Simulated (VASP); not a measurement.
Input of a VASP 6.6.1 run:

Contents of INCAR:

```
  PREC = Accurate
  ENCUT = 520
  EDIFF = 1E-6
  ISMEAR = 0
  SIGMA = 0.1
  LREAL = False
  LASPH = True
  NELM = 80
  ALGO = Normal
  ISIF = 2
  LWAVE = False
  LCHARG = False
  GGA = PE
  NBANDS = 40
```

Contents of KPOINTS:

```
regular mesh
0
Gamma
  4 4 4
```

POSCAR

```
YAgC4N4
1.0
    6.2307641100      0.0000000000      0.0000000000
    0.0000000000      6.2307641100      0.0000000000
    0.0000000000      0.0000000000      6.2307641100
Y Ag C N
1 1 4 4
Direct
    0.0000000000      0.0000000000      0.0000000000
    0.5000000000      0.5000000000      0.5000000000
    0.1951445500      0.1951445500      0.1951445500
    0.1951445500      0.8048554500      0.8048554500
    0.8048554500      0.1951445500      0.8048554500
    0.8048554500      0.8048554500      0.1951445500
    0.3035581900      0.3035581900      0.3035581900
    0.3035581900      0.6964418100      0.6964418100
    0.6964418100      0.3035581900      0.6964418100
    0.6964418100      0.6964418100      0.3035581900
```

Potentials or basis: VASP PAW PBE potentials, release 64 (Y_sv, Ag, C, N).

Run with:

```sh
$ cat potpaw_PBE.64/Y_sv/POTCAR potpaw_PBE.64/Ag/POTCAR potpaw_PBE.64/C/POTCAR potpaw_PBE.64/N/POTCAR > POTCAR
$ mpirun -np 1 vasp_std > vasp.out
```

**Question.** Predict the largest force.

**Answer.** 3.847 eV/Å.

**Question.** Estimate the band gap on the k mesh.

**Answer.** 2.92 eV (least direct gap 2.97 eV).

Forces on the atoms (eV/Å):
```
Y    0.000  0.000  0.000
Ag   0.000  0.000  0.000
C    2.221  2.221  2.221
C    2.221 -2.221 -2.221
C   -2.221  2.221 -2.221
C   -2.221 -2.221  2.221
N   -0.215 -0.215 -0.215
N   -0.215  0.215  0.215
N    0.215 -0.215  0.215
N    0.215  0.215 -0.215
```

Caveat: forces of over 1 eV/Å act on the atoms, so gaps and moduli don't describe the material at rest. A k mesh can miss the band edges.
